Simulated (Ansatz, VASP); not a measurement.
# Si in VASP and in Ansatz

The input INCAR:

```
  ALGO = Normal
  EDIFF = 1E-6
  ENCUT = 520
  GGA = PS
  ISIF = 2
  ISMEAR = 0
  LASPH = True
  LCHARG = False
  LREAL = False
  LWAVE = False
  NBANDS = 16
  NELM = 100
  PREC = Accurate
  SIGMA = 0.1
```

KPOINTS

```
k-points
0
Gamma
  6 6 4
```

Contents of POSCAR:

```
Si
1.0
    3.8200000000      0.0000000000      0.0000000000
   -1.9100000000      3.3082170425      0.0000000000
    0.0000000000      0.0000000000      6.3200000000
Si
4
Direct
    0.3333333333      0.6666666667      0.0000000000
    0.6666666667      0.3333333333      0.5000000000
    0.3333333333      0.6666666667      0.3740000000
    0.6666666667      0.3333333333      0.8740000000
```

Input for Ansatz:

```yaml
crystal:
  lattice:
    - [3.82, 0.0, 0.0]
    - [-1.91, 3.3082170425, 0.0]
    - [0.0, 0.0, 6.32]
  atoms:
    - { symbol: Si, position: [0.3333333333, 0.6666666667, 0.0] }
    - { symbol: Si, position: [0.6666666667, 0.3333333333, 0.5] }
    - { symbol: Si, position: [0.3333333333, 0.6666666667, 0.374] }
    - { symbol: Si, position: [0.6666666667, 0.3333333333, 0.874] }
basis:
  ecutwfc: 420
kpoints:
  mp_grid: { grid: [6, 6, 4] }
hamiltonian:
  xc: pbesol
  pseudopotentials: { kind: paw, azcp: { folder: soft_1 } }
scf:
  occupations: { method: gaussian, width: 0.1 }
output:
  forces: true
  stress: true
  eigenvalues: true
```

Alike in both runs: task single point; functional PBEsol; k mesh 6 × 6 × 4; occupations gaussian, width 0.1 eV; no spin polarisation.

```csv
,VASP,Ansatz
version,VASP 6.6.1,Ansatz 0.2.0
potentials or method,"VASP PAW PBE potentials, release 64 (Si), cutoff 520 eV","scalar-relativistic, plane waves, PAW"
valence electrons in the cell,16,16
```

```csv
,VASP,Ansatz,Ansatz less VASP
gap on the k mesh at the Fermi level (eV),0.28,0.29,+0.007
least direct gap on the mesh (eV),0.98,0.98,0.000
pressure (GPa),0.5,0.4,-0.12
"traceless stress, the component that is largest in VASP (GPa)",-0.28,-0.28,+0.009
```

VASP's potentials were made for PBE, not for PBEsol, and Ansatz warns of the same on its side.
